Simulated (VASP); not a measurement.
Wanted: the native input for a VASP 6.6.1 run.

| Property | Result |
| --- | --- |
| Task | relaxation of cell and atoms |
| Functional | PBE |
| Potentials or basis | VASP PAW PBE potentials, release 64 (Al, Rh_pv) |
| Cutoff | 500 eV |
| k mesh | 6 × 6 × 6 |
| Occupations | gaussian, width 0.1 eV |
| Spin | no spin polarisation |
| Dipole correction | no |
| Further INCAR settings | ALGO = Normal; EDIFF = 1e-07; IBRION = 2; EDIFFG = -0.04; NSW = 90; ISIF = 3 |

The structure of AlRh2 lies in POSCAR:

```
AlRh2
1.0
    3.9547011182      0.0000000000      0.0000000000
   -1.9773505592      3.4248716328      0.0000000000
    0.0000000000      0.0000000000      2.7815951896
Al Rh
1 2
Direct
    0.0000000000      0.0000000000      0.0000000000
    0.3333333333      0.6666666667      0.5000000000
    0.6666666667      0.3333333333      0.5000000000
```

One way to write it, as run:

INCAR

```
ALGO = Normal
EDIFF = 1E-7
EDIFFG = -0.04
ENCUT = 500
GGA = PE
GGA_COMPAT = F
IBRION = 2
ISIF = 3
ISMEAR = 0
LASPH = T
LCHARG = F
LREAL = F
LWAVE = F
NELM = 120
NELMIN = 4
NSW = 90
PREC = Accurate
SIGMA = 0.1
```

KPOINTS

```
k-points
0
Gamma
  6 6 6
```

Potentials or basis: VASP PAW PBE potentials, release 64 (Al, Rh_pv).

Launch:

```console
$ cat potpaw_PBE.64/Al/POTCAR potpaw_PBE.64/Rh_pv/POTCAR > POTCAR
$ mpirun -np 1 vasp_std > vasp.out
```

Results of the run:

```
Relaxed volume                         : 14.63 Å³/atom
Relaxed cell                           : a = 4.291 Å, b = 4.291 Å, c = 2.753 Å, α = 90.00°, β = 90.00°, γ = 120.00°
Space group after relaxing (to 0.05 Å) : P6/mmm (No. 191)
Energy gained by relaxing              : 415.5 meV/atom
Ionic steps                            : 7
Pressure after relaxing                : 0.2 GPa
```

Caveat: the k points lie up to 0.38 Å⁻¹ apart in the final cell; the volume moved by over 15 % at a fixed basis, so the end points are rough.

Run time: 3.1 min on 1 thread of Intel Xeon 8259CL (shared host), peak memory 0.16 GiB.
